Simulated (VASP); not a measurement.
The system is AlCu.

```
Al Cu
1.0
     2.99751    0.00000    0.00000
     0.00000    2.99751    0.00000
     0.00000    0.00000    2.99751
Al Cu
1 1
Direct
  0.00000 0.00000 0.00000
  0.50000 0.50000 0.50000
```

```yaml
Program: VASP 6.6.1
Task: relaxation of cell and atoms
Functional: PBEsol
Potentials_or_basis: VASP PAW PBE potentials, release 64 (Al, Cu)
Cutoff: 600 eV
k_mesh: 7 × 7 × 7
Occupations: fermi-dirac, width 0.1 eV
Spin: no spin polarisation
```

At the start: pressure -3.7 GPa; volume 13.47 Å³/atom.

Question: How do energy, volume and symmetry change on relaxing?

Answer: Over 4 steps the energy falls by 5.8 meV/atom and the volume is 13.02 Å³/atom (-3.3 %); space group Pm-3m (No. 221, to 0.05 Å).

The path:
```
step  energy change (eV)  largest force (eV/Å)  pressure (GPa)  volume (Å³)
   1              0.0000                0.0000           -3.65        26.93
   2             -0.0106                0.0000            1.39        25.75
   3             -0.0117                0.0000            0.15        26.01
   4             -0.0117                0.0000           -0.06        26.04
```

Final structure:
```
CELL_PARAMETERS angstrom
2.96398 0.00000 0.00000
0.00000 2.96398 0.00000
0.00000 0.00000 2.96398
ATOMIC_POSITIONS crystal
Al 0.00000 0.00000 0.00000
Cu 0.50000 0.50000 0.50000
```

Caveat: the PAW data sets were made with another functional, which shifts forces and pressure a little.
